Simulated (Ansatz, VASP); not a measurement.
**GaGe3: VASP beside Ansatz**

File INCAR:

```
PREC = Accurate ; ENCUT = 600
EDIFF = 1E-6 ; ISMEAR = -1
SIGMA = 0.05 ; LREAL = False
LASPH = True ; NELM = 100
ALGO = Normal ; ISIF = 3
LWAVE = False ; LCHARG = False
GGA = PS ; IBRION = 2
NSW = 80 ; EDIFFG = -0.02
```

File KPOINTS:

```
Automatic mesh
0
Gamma
  7 7 7
```

File POSCAR:

```
GaGe3
1.0
    0.0000000000      3.3871670000      3.3871670000
    3.3871670000      0.0000000000      3.3871670000
    3.3871670000      3.3871670000      0.0000000000
Ge Ga
3 1
Direct
    0.5000000000      0.5000000000      0.5000000000
    0.7500000000      0.7500000000      0.7500000000
    0.2500000000      0.2500000000      0.2500000000
    0.0000000000      0.0000000000      0.0000000000
```

The input input.yaml:

```yaml
crystal:
  lattice:
    - [0.0, 3.387167, 3.387167]
    - [3.387167, 0.0, 3.387167]
    - [3.387167, 3.387167, 0.0]
  atoms:
    - { symbol: Ge, position: [0.5, 0.5, 0.5] }
    - { symbol: Ge, position: [0.75, 0.75, 0.75] }
    - { symbol: Ge, position: [0.25, 0.25, 0.25] }
    - { symbol: Ga, position: [0.0, 0.0, 0.0] }
kpoints:
  mp_grid: { grid: [7, 7, 7] }
scf:
  occupations: { method: fermi_dirac, width: 0.05 }
hamiltonian:
  xc: pbesol
  pseudopotentials: { kind: all_electron, lapw: { basis_error: 0.002 } }
output:
  forces: true
  stress: true
relax:
  f_tol: 0.02
  max_steps: 60
  cell: {}
```

Alike in both runs: task relaxation of cell and atoms; functional PBEsol; k mesh 7 × 7 × 7; occupations fermi-dirac, width 0.05 eV; no spin polarisation.

|  | VASP | Ansatz |
| --- | --- | --- |
| version | VASP 6.6.1 | Ansatz 0.2.0 |
| potentials or method | VASP PAW PBE potentials, release 64 (Ge_d, Ga_d), cutoff 600 eV | all-electron LAPW, scalar-relativistic |

Ansatz gave:

```
relaxed volume (Å³/atom)                                        : 18.29
relaxed length of the cell vector where the two differ most in proportion (Å) : 4.695
```

Task: Estimate VASP's values.

Result: Relaxed volume (Å³/atom): 18.33; relaxed length of the cell vector where the two differ most in proportion (Å): 4.698.

VASP's potentials were made for PBE, not for PBEsol. Ansatz ran all-electron here, and VASP with PAW potentials.
